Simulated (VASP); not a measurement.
# KI (Pm-3m) in VASP: settings compared

Aim: see how the results for KI move with the level of theory and the settings. Levels: r2SCAN, HSE06. Tasks: single point.

Everything below comes from runs of VASP 6.6.1. Logs are shortened: lines on timing, memory, paths and dates and some standing lists are left out, and cuts for length are marked.

**1. The cell of the first run**

Symmetry: Pm-3m, No. 221, cubic system. Conventional cell: a = 4.291 Å, b = 4.291 Å, c = 4.291 Å, α = 90.00°, β = 90.00°, γ = 90.00°. K (site symmetry m-3m) has 8 I at 3.72 Å and 6 K at 4.29 Å within 4.9 Å. Within 4.9 Å of I (site symmetry m-3m) lie 8 K at 3.72 Å and 6 I at 4.29 Å.

**2. Single point, r2SCAN**

Contents of POSCAR:

```
KI
1.0
    4.2909401558      0.0000000000      0.0000000000
    0.0000000000      4.2909401558      0.0000000000
    0.0000000000      0.0000000000      4.2909401558
K I
1 1
Direct
    0.0000000000      0.0000000000      0.0000000000
    0.5000000000      0.5000000000      0.5000000000
```

Contents of INCAR.step1:

```
SYSTEM = KI
PREC = Accurate
ENCUT = 550
ISMEAR = 0
SIGMA = 0.01
LREAL = .FALSE.
LASPH = .TRUE.
NELM = 120
NBANDS = 15
GGA = PE
ALGO = Normal
EDIFF = 1E-5
LWAVE = .TRUE.
LCHARG = .FALSE.
GGA_COMPAT = .FALSE.
```

Contents of INCAR.step2:

```
SYSTEM = KI
PREC = Accurate
ENCUT = 550
EDIFF = 1E-6
ISMEAR = 0
SIGMA = 0.01
LREAL = .FALSE.
LASPH = .TRUE.
NELM = 120
ALGO = Normal
ISIF = 2
LWAVE = .FALSE.
LCHARG = .FALSE.
METAGGA = R2SCAN
LMIXTAU = .TRUE.
NBANDS = 15
ISTART = 1
GGA_COMPAT = .FALSE.
```

Contents of KPOINTS:

```
Automatic mesh
0
G
  6 6 6
  0 0 0
```

Potentials or basis: VASP PAW PBE potentials, release 64 (K_sv, I).

Run with:

```
cat potpaw_PBE.64/K_sv/POTCAR potpaw_PBE.64/I/POTCAR > POTCAR
cp INCAR.step1 INCAR
mpirun -np 1 vasp_std > vasp.out
cp INCAR.step2 INCAR
mpirun -np 1 vasp_std > vasp.out
```

OUTCAR:

```text
SYSTEM = KI
   PREC = Accurate
   ENCUT = 550
   EDIFF = 1E-6
   ISMEAR = 0
   LREAL = .FALSE.
   LASPH = .TRUE.
   NELM = 120
   ISIF = 2
   METAGGA = R2SCAN
   ISTART = 1

 ion  position               nearest neighbor table
   1  0.000  0.000  0.000-
   2  0.500  0.500  0.500-

  LATTYP: Found a simple cubic cell.
 ALAT       =     4.2909401558

  Lattice vectors:

 A1 = (   4.2909401558,   0.0000000000,   0.0000000000)
 A2 = (   0.0000000000,   4.2909401558,   0.0000000000)
 A3 = (   0.0000000000,   0.0000000000,   4.2909401558)

Analysis of symmetry for initial positions (statically):
=====================================================================
 Subroutine PRICEL returns:
 Original cell was already a primitive cell.

 Routine SETGRP: Setting up the symmetry group for a
 simple cubic supercell.

 Subroutine GETGRP returns: Found 48 space group operations
[... 9 lines left out ...]

 Routine SETGRP: Setting up the symmetry group for a
 simple cubic supercell.

 Subroutine GETGRP returns: Found 48 space group operations
[... 11 lines left out ...]
                                     Primitive cell

  volume of cell :      79.0055

  direct lattice vectors                    reciprocal lattice vectors
     4.290940156  0.000000000  0.000000000     0.233049160  0.000000000  0.000000000
     0.000000000  4.290940156  0.000000000     0.000000000  0.233049160  0.000000000
     0.000000000  0.000000000  4.290940156     0.000000000  0.000000000  0.233049160

  length of vectors
     4.290940156  4.290940156  4.290940156     0.233049160  0.233049160  0.233049160

  position of ions in fractional coordinates (direct lattice)
     0.000000000  0.000000000  0.000000000
     0.500000000  0.500000000  0.500000000

  ion indices of the primitive-cell ions
   primitive index   ion index
                 1           1
                 2           2

----------------------------------------------------------------------------------------

 KPOINTS: Automatic mesh

Automatic generation of k-mesh.
 Grid dimensions read from file:
 generate k-points for:    6    6    6

 Generating k-lattice:

  Cartesian coordinates                     Fractional coordinates (reciprocal lattice)
     0.038841527  0.000000000  0.000000000     0.166666667  0.000000000  0.000000000
     0.000000000  0.038841527  0.000000000     0.000000000  0.166666667  0.000000000
     0.000000000  0.000000000  0.038841527     0.000000000  0.000000000  0.166666667

  Length of vectors
     0.038841527  0.038841527  0.038841527
[... 57 lines left out ...]
   POTIM  = 0.5000    time-step for ionic-motion
   TEBEG  =    0.0;   TEEND  =   0.0 temperature during run
   PSTRESS=    0.0 pullay stress
   NELECT =      16.0000    total number of electrons
   NUPDOWN=      -1.0000    fix difference up-down
   EMIN   =  10.00;   EMAX   =-10.00  energy-range for DOS
   EFERMI =   0.00;   METHOD = LEGACY
   ISMEAR =     0;   SIGMA  =   0.01  broadening in eV -4-tet -1-fermi 0-gaus
   EFERMI_NEDOS =   21; number of points for ismear=-14 and -15
   IALGO  =     38    algorithm
   IMIX   =      4    mixing-type and parameters
     AMIX     =   0.40;   BMIX     =  1.00
     AMIX_MAG =   1.60;   BMIX_MAG =  1.00
  volume/ion in A,a.u.               =      39.50       266.58
  Fermi-wavevector in a.u.,A,eV,Ry     =   0.961381  1.816747 12.575241  0.924254
  Thomas-Fermi vector in A             =   2.090748
   LORBIT       =      0    0 simple, 1 ext, 2 COOP (PROOUT), +10 PAW based schemes
   METAGGA = R2SCAN    functional components
   LHFCALC =     F    Hartree Fock is set to
   AEXX    =    0.0000 exact exchange contribution
   IVDW    =     0    specifies the selected vdW correction
   LEPSILON=     F    determine dielectric tensor
   LRPA    =     F    only Hartree local field effects (RPA)
 non-spin polarized calculation
 Gauss-broadening in eV      SIGMA  =   0.01
  energy-cutoff  :      550.00
  volume of cell :       79.01
 maximum number of plane-waves:      2360
 NGX is ok and might be reduce to    36
   NGX = 17   NGY = 17   NGZ = 17

 number of electron      16.0000001 magnetization

 Free energy of the ion-electron system (eV)
  ---------------------------------------------------
  ext. energy  EPLUGINS =         0.00000000
  ---------------------------------------------------
  free energy    TOTEN  =       -33.86489747 eV

  energy without entropy =      -33.86489747  energy(sigma->0) =      -33.86489747

 E-fermi :   0.7058     XC(G=0):  -8.0480

 val. band max:        0.5780497325   @ k =   0.5000   0.5000   0.0000
 cond. band min:       4.6194551248   @ k =   0.0000   0.0000   0.0000
 fundamental gap:      4.0414053923
 Fermi energy:         0.7058185630

 k-point     1 :       0.0000    0.0000    0.0000
  band No.  band energies     occupation
      1     -30.0057      2.00000
      2     -12.6882      2.00000
      3     -12.6882      2.00000
      4     -12.6882      2.00000
      5     -10.9130      2.00000
      6       0.2091      2.00000
      7       0.2091      2.00000
      8       0.2091      2.00000
      9       4.6195      0.00000
     10       5.8339      0.00000
     11       5.8339      0.00000
     12       9.6789      0.00000
     13       9.6789      0.00000
     14       9.6789      0.00000
[... 329 lines left out ...]
      2     -12.7501      2.00000
      3     -12.7501      2.00000
      4     -12.7501      2.00000
      5     -10.3516      2.00000
      6      -1.1081      2.00000
      7      -1.1081      2.00000
      8      -1.1081      2.00000
      9       6.7149      0.00000
     10       6.7149      0.00000
     11       6.7149      0.00000
     12      10.2082      0.00000
     13      10.2082      0.00000
     14      10.2082      0.00000
     15      10.7854      0.00000

------------------------ aborting loop because EDIFF is reached ----------------------------------------

  FORCE on cell =-STRESS in cart. coord.  units (eV):
  Direction    XX          YY          ZZ          XY          YZ          ZX
  --------------------------------------------------------------------------------------
  -------------------------------------------------------------------------------------
  Total        0.0044342      0.0044342      0.0044342      0.0000000      0.0000000     -0.0000000
  in kB        0.0899230      0.0899230      0.0899230      0.0000000      0.0000000     -0.0000000
  external PRESSURE =       0.0899230 kB  Pullay stress =       0.0000000 kB

 VOLUME and BASIS-vectors are now :
 -----------------------------------------------------------------------------
  energy-cutoff  :      550.00
  volume of cell :       79.01
      direct lattice vectors                 reciprocal lattice vectors
     4.290940156  0.000000000  0.000000000     0.233049160  0.000000000  0.000000000
     0.000000000  4.290940156  0.000000000     0.000000000  0.233049160  0.000000000
     0.000000000  0.000000000  4.290940156     0.000000000  0.000000000  0.233049160

 POSITION                                       TOTAL-FORCE (eV/Angst)
 -----------------------------------------------------------------------------------
      0.00000      0.00000      0.00000         0.000000      0.000000      0.000000
      2.14547      2.14547      2.14547         0.000000      0.000000      0.000000
 -----------------------------------------------------------------------------------
    total drift:                                0.000000      0.000000      0.000000

  FREE ENERGIE OF THE ION-ELECTRON SYSTEM (eV)
  ---------------------------------------------------
  free  energy   TOTEN  =       -33.8648974665 eV

  energy  without entropy=      -33.8648974665  energy(sigma->0) =      -33.86489747
```

Run time: 35 s. Hardware: 1 thread of Intel Xeon 6975P-C (Granite Rapids), shared host; peak memory 0.22 GiB.

What came out:

| Item | Value |
| --- | --- |
| Free energy | -33.8649 eV |
| Pressure | 0.0 GPa |
| Band gap on the k mesh | 4.04 eV, indirect (least direct gap 4.41 eV) |

Caveat: the PAW data sets were made with another functional, which shifts forces and pressure a little; spin-orbit coupling is left out, which moves the levels of the heavy elements.

**3. Single point, HSE06**

POSCAR is that of step 2.

Contents of INCAR.step1:

```
PREC     = Accurate       # precision mode
ENCUT    = 400            # plane-wave cutoff, eV
EDIFF    = 1E-5           # SCF threshold, eV
ISMEAR   = 0              # smearing method
SIGMA    = 0.01           # smearing width, eV
LREAL    = F              # projectors in reciprocal space
LASPH    = T              # aspherical terms in the spheres
NELM     = 120            # most SCF steps
ALGO     = Normal         # electronic algorithm
ISIF     = 2              # what is computed and relaxed
LWAVE    = T              # write WAVECAR
LCHARG   = F              # write CHGCAR
GGA      = PE             # functional
NBANDS   = 15             # bands
GGA_COMPAT= F
```

Contents of INCAR.step2:

```
PREC     = Accurate       # precision mode
ENCUT    = 400            # plane-wave cutoff, eV
EDIFF    = 1E-6           # SCF threshold, eV
ISMEAR   = 0              # smearing method
SIGMA    = 0.01           # smearing width, eV
LREAL    = F              # projectors in reciprocal space
LASPH    = T              # aspherical terms in the spheres
NELM     = 120            # most SCF steps
ALGO     = Normal         # electronic algorithm
ISIF     = 2              # what is computed and relaxed
LWAVE    = F              # write WAVECAR
LCHARG   = F              # write CHGCAR
GGA      = PE             # functional
LHFCALC  = T              # exact exchange
HFSCREEN = 0.2079         # screening, 1/A
PRECFOCK = Normal       
ISTART   = 1            
NBANDS   = 15             # bands
GGA_COMPAT= F
```

Contents of KPOINTS:

```
Automatic mesh
0
Gamma
  4 4 4
```

Potentials or basis: VASP PAW PBE potentials, release 64 (K_sv, I).

Run with:

```
cat potpaw_PBE.64/K_sv/POTCAR potpaw_PBE.64/I/POTCAR > POTCAR
cp INCAR.step1 INCAR
mpirun -np 1 vasp_std > vasp.out
cp INCAR.step2 INCAR
mpirun -np 1 vasp_std > vasp.out
```

Wall time 2.4 min (1 thread of Intel Xeon 6975P-C (Granite Rapids), shared host); peak memory 0.27 GiB.

The run converged. Its results:

```
Free energy            : -6.2552 eV
Pressure               : 0.3 GPa
Band gap on the k mesh : 4.30 eV, indirect (least direct gap 4.69 eV)
```

Levels at points of the mesh, in eV from the valence-band top:
| k point | band 5 | band 6 | band 7 | band 8 | band 9 | band 10 | band 11 | band 12 |
| --- | --- | --- | --- | --- | --- | --- | --- | --- |
| (0.00, 0.00, 0.00) | -12.11 | -0.39 | -0.39 | -0.39 | 4.30 | 5.79 | 5.79 | 9.81 |
| (0.50, 0.00, 0.00) | -11.77 | -2.44 | -0.30 | -0.30 | 6.48 | 7.39 | 8.06 | 8.22 |
| (0.50, 0.50, 0.00) | -11.72 | -1.85 | -1.85 | 0.00 | 4.88 | 6.80 | 8.02 | 8.02 |
| (0.50, 0.50, 0.50) | -11.52 | -1.78 | -1.78 | -1.78 | 6.60 | 6.60 | 6.60 | 10.33 |

Caveat: the PAW data sets were made with another functional, which shifts forces and pressure a little; spin-orbit coupling is left out, which moves the levels of the heavy elements. A k mesh can miss the band edges.
